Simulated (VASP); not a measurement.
# Ti2NbC3 (P6/mmm) in VASP: notebook

The runs below take Ti2NbC3 through single point, relaxation of cell and atoms, with PBE.

All numbers are computed with VASP 6.6.1; they aren't measurements. Logs are shortened: lines on timing, memory, paths and dates and some standing lists are left out, and cuts for length are marked.

## (1) The cell of the first run

The structure is hexagonal, space group P6/mmm (No. 191). The conventional cell has a = 5.202 Å, b = 5.202 Å, c = 2.947 Å, α = 90.00°, β = 90.00°, γ = 120.00°. Within 2.8 Å of Ti (site symmetry -6m2) lie 6 C at 2.10 Å. Within 3.9 Å of Nb (site symmetry 6/mmm) lie 2 Nb at 2.95 Å and 12 C at 2.99 Å and 6 Ti at 3.00 Å. C (site symmetry mmm) has 4 Ti at 2.10 Å and 4 C at 2.60 Å within 2.8 Å.

## (2) Single point, PBE

INCAR reads:

```
  PREC = Accurate
  ENCUT = 520
  EDIFF = 1E-6
  ISMEAR = 0
  SIGMA = 0.1
  LREAL = False
  LASPH = True
  NELM = 60
  ALGO = Normal
  ISIF = 2
  LWAVE = False
  LCHARG = False
  GGA = PE
  NBANDS = 34
```

KPOINTS reads:

```
Automatic mesh
0
Gamma
  6 6 4
```

POSCAR reads:

```
Ti2NbC3
1.0
    5.2023383314      0.0000000000      0.0000000000
   -2.6011691657      4.5053571540      0.0000000000
    0.0000000000      0.0000000000      2.9470628448
Ti Nb C
2 1 3
Direct
    0.6666666667      0.3333333333      0.0000000000
    0.3333333333      0.6666666667      0.0000000000
    0.0000000000      0.0000000000      0.0000000000
    0.5000000000      0.0000000000      0.5000000000
    0.5000000000      0.5000000000      0.5000000000
    0.0000000000      0.5000000000      0.5000000000
```

Potentials or basis: VASP PAW PBE potentials, release 64 (Ti_sv, Nb_sv, C).

Run with:

```bash
$ cat potpaw_PBE.64/Ti_sv/POTCAR potpaw_PBE.64/Nb_sv/POTCAR potpaw_PBE.64/C/POTCAR > POTCAR
$ mpirun -np 1 vasp_std > vasp.out
```

OUTCAR:

```text
PREC = Accurate
   ENCUT = 520
   EDIFF = 1E-6
   ISMEAR = 0
   LREAL = False
   LASPH = True
   NELM = 60
   ISIF = 2
   GGA = PE

 ion  position               nearest neighbor table
   1  0.667  0.333  0.000-   4 2.10   4 2.10   6 2.10   6 2.10   5 2.10   5 2.10
   2  0.333  0.667  0.000-   4 2.10   4 2.10   6 2.10   6 2.10   5 2.10   5 2.10
   3  0.000  0.000  0.000-
   4  0.500  0.000  0.500-   1 2.10   2 2.10   1 2.10   2 2.10
   5  0.500  0.500  0.500-   1 2.10   2 2.10   1 2.10   2 2.10
   6  0.000  0.500  0.500-   1 2.10   2 2.10   1 2.10   2 2.10

  LATTYP: Found a hexagonal cell.
 ALAT       =     5.2023383314
 C/A-ratio  =     0.5664881169

  Lattice vectors:

 A1 = (   5.2023383314,   0.0000000000,   0.0000000000)
 A2 = (  -2.6011691657,   4.5053571540,   0.0000000000)
 A3 = (   0.0000000000,   0.0000000000,   2.9470628448)

Analysis of symmetry for initial positions (statically):
=====================================================================
 Subroutine PRICEL returns:
 Original cell was already a primitive cell.

 Routine SETGRP: Setting up the symmetry group for a
 hexagonal supercell.

 Subroutine GETGRP returns: Found 24 space group operations
 (whereof 24 operations were pure point group operations)
 out of a pool of 24 trial point group operations.

The static configuration has the point symmetry D_6h.

Analysis of symmetry for dynamics (positions and initial velocities):
=====================================================================
 Subroutine PRICEL returns:
 Original cell was already a primitive cell.

 Routine SETGRP: Setting up the symmetry group for a
 hexagonal supercell.

 Subroutine GETGRP returns: Found 24 space group operations
 (whereof 24 operations were pure point group operations)
 out of a pool of 24 trial point group operations.

The dynamic configuration has the point symmetry D_6h.

 Subroutine INISYM returns: Found 24 space group operations
 (whereof 24 operations are pure point group operations),
 and found     1 'primitive' translations

----------------------------------------------------------------------------------------

                                     Primitive cell

  volume of cell :      69.0744

  direct lattice vectors                    reciprocal lattice vectors
     5.202338331  0.000000000  0.000000000     0.192221254  0.110978993  0.000000000
    -2.601169166  4.505357154  0.000000000     0.000000000  0.221957986  0.000000000
     0.000000000  0.000000000  2.947062845     0.000000000  0.000000000  0.339320894

  length of vectors
     5.202338331  5.202338331  2.947062845     0.221957986  0.221957986  0.339320894

  position of ions in fractional coordinates (direct lattice)
     0.666666667  0.333333333  0.000000000
     0.333333333  0.666666667  0.000000000
     0.000000000  0.000000000  0.000000000
     0.500000000  0.000000000  0.500000000
     0.500000000  0.500000000  0.500000000
     1.000000000  0.500000000  0.500000000

  ion indices of the primitive-cell ions
   primitive index   ion index
                 1           1
                 2           2
                 3           3
                 4           4
                 5           5
                 6           6

----------------------------------------------------------------------------------------

 KPOINTS: Automatic mesh

Automatic generation of k-mesh.
 Grid dimensions read from file:
 generate k-points for:    6    6    4

 Generating k-lattice:

  Cartesian coordinates                     Fractional coordinates (reciprocal lattice)
     0.032036876  0.018496499  0.000000000     0.166666667  0.000000000  0.000000000
     0.000000000  0.036992998  0.000000000     0.000000000  0.166666667  0.000000000
     0.000000000  0.000000000  0.084830224     0.000000000  0.000000000  0.250000000

  Length of vectors
     0.036992998  0.036992998  0.084830224

  Shift w.r.t. Gamma in fractional coordinates (k-lattice)
     0.000000000  0.000000000  0.000000000

 Subroutine IBZKPT returns following result:
 ===========================================

 Found     21 irreducible k-points:

 Following reciprocal coordinates:
            Coordinates               Weight
  0.000000  0.000000  0.000000      1.000000
  0.166667  0.000000  0.000000      6.000000
  0.333333  0.000000  0.000000      6.000000
  0.500000 -0.000000  0.000000      3.000000
  0.166667  0.166667  0.000000      6.000000
  0.333333  0.166667  0.000000     12.000000
[... 13 lines left out ...]
  0.333333  0.166667  0.500000     12.000000
  0.333333  0.333333  0.500000      2.000000
   k-points           NKPTS =     21   k-points in BZ     NKDIM =     21   number of bands    NBANDS=     34
   number of dos      NEDOS =    301   number of ions     NIONS =      6
   total plane-waves  NPLWV =  38400
   dimension x,y,z NGX =    40 NGY =   40 NGZ =   24
   dimension x,y,z NGXF=    80 NGYF=   80 NGZF=   48
   ions per type =               2   1   3
   NGX,Y,Z   is equivalent  to a cutoff of  12.78, 12.78, 13.54 a.u.
   NGXF,Y,Z  is equivalent  to a cutoff of  25.56, 25.56, 27.08 a.u.
 SYSTEM =  unknown system
   PREC   = accura    normal or accurate (medium, high low for compatibility)
   ISTART =      0    job   : 0-new  1-cont  2-samecut
   ICHARG =      2    charge: 1-file 2-atom 10-const
   ISPIN  =      1    spin polarized calculation?
   LNONCOLLINEAR =      F non collinear calculations
   LSORBIT =      F    spin-orbit coupling
   LASPH  =      T    aspherical Exc in radial PAW
   ENCUT  =  520.0 eV  38.22 Ry    6.18 a.u.   9.67  9.67  5.48*2*pi/ulx,y,z
   NELM   =     60;   NELMIN=  2; NELMDL= -5     # of ELM steps
   EDIFF  = 0.1E-05   stopping-criterion for ELM
   LREAL  =      F    real-space projection
[... 7 lines left out ...]
   TEBEG  =    0.0;   TEEND  =   0.0 temperature during run
   PSTRESS=    0.0 pullay stress
   NELECT =      49.0000    total number of electrons
   NUPDOWN=      -1.0000    fix difference up-down
   EMIN   =  10.00;   EMAX   =-10.00  energy-range for DOS
   EFERMI =   0.00;   METHOD = LEGACY
   ISMEAR =     0;   SIGMA  =   0.10  broadening in eV -4-tet -1-fermi 0-gaus
   EFERMI_NEDOS =   21; number of points for ismear=-14 and -15
   IALGO  =     38    algorithm
   IMIX   =      4    mixing-type and parameters
     AMIX     =   0.40;   BMIX     =  1.00
     AMIX_MAG =   1.60;   BMIX_MAG =  1.00
  volume/ion in A,a.u.               =      11.51        77.69
  Fermi-wavevector in a.u.,A,eV,Ry     =   1.460050  2.759095 29.004173  2.131747
  Thomas-Fermi vector in A             =   2.576545
   LORBIT       =      0    0 simple, 1 ext, 2 COOP (PROOUT), +10 PAW based schemes
   GGA     = PE    functional components
   LHFCALC =     F    Hartree Fock is set to
   AEXX    =    0.0000 exact exchange contribution
   IVDW    =     0    specifies the selected vdW correction
   LEPSILON=     F    determine dielectric tensor
   LRPA    =     F    only Hartree local field effects (RPA)
 non-spin polarized calculation
 Gauss-broadening in eV      SIGMA  =   0.10
  energy-cutoff  :      520.00
  volume of cell :       69.07
 maximum number of plane-waves:      1875
 NGX is ok and might be reduce to    40
   NGX = 19   NGY = 19   NGZ = 11

 number of electron      48.9999999 magnetization

 Free energy of the ion-electron system (eV)
  ---------------------------------------------------
  ext. energy  EPLUGINS =         0.00000000
  ---------------------------------------------------
  free energy    TOTEN  =       -50.64465711 eV

  energy without entropy =      -50.62978288  energy(sigma->0) =      -50.63721999

 E-fermi :   9.1127     XC(G=0): -12.3260

 val. band max:        9.0958902584   @ k =   0.3333   0.1667   0.5000
 cond. band min:       9.1982302915   @ k =   0.1667   0.0000   0.2500
 fundamental gap:      0.1023400331
 Fermi energy:         9.1127106237

 k-point     1 :       0.0000    0.0000    0.0000
  band No.  band energies     occupation
      1     -46.6601      2.00000
      2     -46.6020      2.00000
      3     -46.4175      2.00000
      4     -23.1631      2.00000
      5     -23.1631      2.00000
      6     -23.0043      2.00000
[... 26 lines left out ...]
     33      12.4250      0.00000
     34      13.4897      0.00000

 k-point     2 :       0.1667    0.0000    0.0000
  band No.  band energies     occupation
      1     -46.6555      2.00000
      2     -46.6049      2.00000
      3     -46.4192      2.00000
      4     -23.1916      2.00000
      5     -23.1720      2.00000
      6     -22.9743      2.00000
[... 26 lines left out ...]
     33      12.6404      0.00000
     34      12.8505      0.00000

 k-point     3 :       0.3333    0.0000    0.0000
  band No.  band energies     occupation
      1     -46.6441      2.00000
      2     -46.6128      2.00000
      3     -46.4230      2.00000
      4     -23.2326      2.00000
      5     -23.1489      2.00000
      6     -22.9694      2.00000
[... 26 lines left out ...]
     33      13.3450      0.00000
     34      13.6702      0.00000
[... 593 lines left out ...]
 k-point    20 :       0.3333    0.1667    0.5000
  band No.  band energies     occupation
      1     -46.5937      2.00000
      2     -46.5769      2.00000
      3     -46.3549      2.00000
      4     -23.1469      2.00000
      5     -23.1024      2.00000
      6     -23.0687      2.00000
[... 26 lines left out ...]
     33      13.3410      0.00000
     34      13.4959      0.00000

 k-point    21 :       0.3333    0.3333    0.5000
  band No.  band energies     occupation
      1     -46.5849      2.00000
      2     -46.5849      2.00000
      3     -46.3558      2.00000
      4     -23.1202      2.00000
      5     -23.0850      2.00000
      6     -23.0850      2.00000
[... 26 lines left out ...]
     33      13.4415      0.00000
     34      13.4415      0.00000

------------------------ aborting loop because EDIFF is reached ----------------------------------------

  FORCE on cell =-STRESS in cart. coord.  units (eV):
  Direction    XX          YY          ZZ          XY          YZ          ZX
  --------------------------------------------------------------------------------------
  -------------------------------------------------------------------------------------
  Total        0.0299211      0.0299211      0.0833672      0.0000000     -0.0000000      0.0000000
  in kB        0.6940183      0.6940183      1.9336982      0.0000000     -0.0000000      0.0000000
  external PRESSURE =       1.1072450 kB  Pullay stress =       0.0000000 kB

 VOLUME and BASIS-vectors are now :
 -----------------------------------------------------------------------------
  energy-cutoff  :      520.00
  volume of cell :       69.07
      direct lattice vectors                 reciprocal lattice vectors
     5.202338331  0.000000000  0.000000000     0.192221254  0.110978993  0.000000000
    -2.601169166  4.505357154  0.000000000     0.000000000  0.221957986  0.000000000
     0.000000000  0.000000000  2.947062845     0.000000000  0.000000000  0.339320894

 POSITION                                       TOTAL-FORCE (eV/Angst)
 -----------------------------------------------------------------------------------
      2.60117      1.50179      0.00000         0.000000     -0.000000     -0.000000
     -0.00000      3.00357      0.00000        -0.000000      0.000000      0.000000
      0.00000      0.00000      0.00000        -0.000000     -0.000000      0.000000
      2.60117      0.00000      1.47353        -0.000000     -0.000000      0.000000
      1.30058      2.25268      1.47353        -0.000000     -0.000000      0.000000
     -1.30058      2.25268      1.47353        -0.000000     -0.000000      0.000000
 -----------------------------------------------------------------------------------
    total drift:                                0.000000     -0.000000      0.000000

  FREE ENERGIE OF THE ION-ELECTRON SYSTEM (eV)
  ---------------------------------------------------
  free  energy   TOTEN  =       -50.6446571054 eV

  energy  without entropy=      -50.6297828825  energy(sigma->0) =      -50.63721999
```

It took 32 s on 1 thread of Intel Xeon 6975P-C (Granite Rapids), shared host; peak memory 0.21 GiB.

What came out:

```
Free energy : -50.6447 eV
Pressure    : 0.1 GPa
```

Stress tensor (GPa, compression positive):
```
0.07 0.00 0.00
0.00 0.07 0.00
0.00 0.00 0.19
```

Levels at points of the mesh, in eV from the Fermi level:
```
           k point  band 20  band 21  band 22  band 23  band 24  band 25  band 26  band 27  band 28  band 29
(0.00, 0.00, 0.00)    -1.68    -1.68    -1.45    -0.02    -0.02     0.70     1.38     1.38     1.61     1.61
(0.50, 0.00, 0.00)    -1.98    -1.93    -1.85    -1.24    -0.78     0.16     1.45     2.16     2.26     2.44
(0.00, 0.00, 0.50)    -3.22    -2.83    -0.44    -0.44     0.55     0.55     0.97     0.97     2.84     2.91
(0.50, 0.00, 0.50)    -2.55    -2.21    -2.16    -1.17    -0.50    -0.48    -0.20     1.46     2.05     2.10
```

Caveat: the k points lie up to 0.53 Å⁻¹ apart.

## (3) Single point, PBE

This run uses another cell than the first one, of 13.96 Å³/atom, 1.213 times its volume.

INCAR reads:

```
SYSTEM = Ti2NbC3
  PREC = Accurate
  ENCUT = 520
  EDIFF = 1E-6
  ISMEAR = 0
  SIGMA = 0.1
  LREAL = .False.
  LASPH = .True.
  NELM = 100
  ALGO = Normal
  ISIF = 2
  LWAVE = .False.
  LCHARG = .True.
  GGA = PE
  LELF = .True.
  LVHAR = .True.
  NBANDS = 34
```

KPOINTS reads:

```
regular mesh
0
Gamma
  6 6 4
  0 0 0
```

POSCAR reads:

```
Ti2NbC3
1.0
    4.9917553600      0.0000000000      0.0000000000
   -2.4958776800      4.3229869500      0.0000000000
    0.0000000000      0.0000000000      3.8824631300
Ti Nb C
2 1 3
Direct
    0.6666666700      0.3333333300      0.0000000000
    0.3333333300      0.6666666700      0.0000000000
    0.0000000000      0.0000000000      0.0000000000
    0.5000000000      0.0000000000      0.5000000000
    0.5000000000      0.5000000000      0.5000000000
    0.0000000000      0.5000000000      0.5000000000
```

Potentials or basis: VASP PAW PBE potentials, release 64 (Ti_sv, Nb_sv, C).

Run with:

```bash
$ cat potpaw_PBE.64/Ti_sv/POTCAR potpaw_PBE.64/Nb_sv/POTCAR potpaw_PBE.64/C/POTCAR > POTCAR
$ mpirun -np 1 vasp_std > vasp.out
```

It took 42 s on 1 thread of Intel Xeon 6975P-C (Granite Rapids), shared host; peak memory 0.23 GiB.

The run converged. Its results:

| Item | Value |
| --- | --- |
| Free energy | -46.2886 eV |
| Pressure | -28.3 GPa |

Stress tensor (GPa, compression positive):
```
-17.49   0.00   0.00
  0.00 -17.49   0.00
  0.00   0.00 -50.01
```

Levels at points of the mesh, in eV from the Fermi level:
```tsv
k point	band 20	band 21	band 22	band 23	band 24	band 25	band 26	band 27	band 28	band 29
(0.00, 0.00, 0.00)	-2.57	-2.57	-2.47	-0.70	-0.19	-0.19	0.06	0.06	1.07	1.07
(0.50, 0.00, 0.00)	-2.66	-1.90	-1.67	-1.43	-1.15	-0.41	0.83	1.14	1.30	1.48
(0.00, 0.00, 0.50)	-2.70	-2.70	-0.78	0.05	0.05	0.35	0.35	1.32	1.32	1.79
(0.50, 0.00, 0.50)	-2.10	-1.42	-1.14	-1.03	-1.01	-0.52	0.27	0.52	0.58	0.61
```

Caveat: the k points lie up to 0.40 Å⁻¹ apart.

## (4) Single point, PBE

This run uses another cell than the first one, of 11.57 Å³/atom, 1.005 times its volume.

INCAR reads:

```
SYSTEM = Ti2NbC3
  PREC = Accurate
  ENCUT = 520
  EDIFF = 1E-6
  ISMEAR = 0
  SIGMA = 0.1
  LREAL = .FALSE.
  LASPH = .TRUE.
  NELM = 100
  ALGO = Normal
  ISIF = 2
  LWAVE = .FALSE.
  LCHARG = .TRUE.
  GGA = PE
  LELF = .TRUE.
  LVHAR = .TRUE.
  NBANDS = 34
```

KPOINTS reads:

```
regular mesh
0
G
  6 6 6
  0 0 0
```

POSCAR reads:

```
Ti2NbC3
1.0
    5.2453470140      0.0000000000      0.0000000000
   -2.6226735070      4.5426037658      0.0000000000
    0.0000000000      0.0000000000      2.9136791317
Ti Nb C
2 1 3
Direct
    0.6666666667      0.3333333333      0.0000000000
    0.3333333333      0.6666666667      0.0000000000
    0.0000000000      0.0000000000      0.0000000000
    0.5000000000      0.0000000000      0.5000000000
    0.5000000000      0.5000000000      0.5000000000
    0.0000000000      0.5000000000      0.5000000000
```

Run with:

```bash
$ cat potpaw_PBE.64/Ti_sv/POTCAR potpaw_PBE.64/Nb_sv/POTCAR potpaw_PBE.64/C/POTCAR > POTCAR
$ mpirun -np 1 vasp_std > vasp.out
```

Wall time 44 s (1 thread of Intel Xeon 6975P-C (Granite Rapids), shared host); peak memory 0.22 GiB.

The run converged. Its results:

```
Free energy : -50.7549 eV
Pressure    : 0.0 GPa
```

Stress tensor (GPa, compression positive):
```
-0.18  0.00  0.00
 0.00 -0.18  0.00
 0.00  0.00  0.29
```

Levels at points of the mesh, in eV from the Fermi level:
| k point | band 22 | band 23 | band 24 | band 25 | band 26 | band 27 |
| --- | --- | --- | --- | --- | --- | --- |
| (0.00, 0.00, 0.00) | -1.47 | -0.10 | -0.10 | 0.82 | 1.20 | 1.20 |
| (0.50, 0.00, 0.00) | -1.77 | -1.17 | -0.68 | 0.10 | 1.26 | 2.02 |
| (0.00, 0.00, 0.50) | -0.64 | -0.64 | 0.52 | 0.52 | 0.93 | 0.93 |
| (0.50, 0.00, 0.50) | -2.25 | -1.16 | -0.55 | -0.46 | -0.35 | 1.40 |

[end of part 1 of 2]
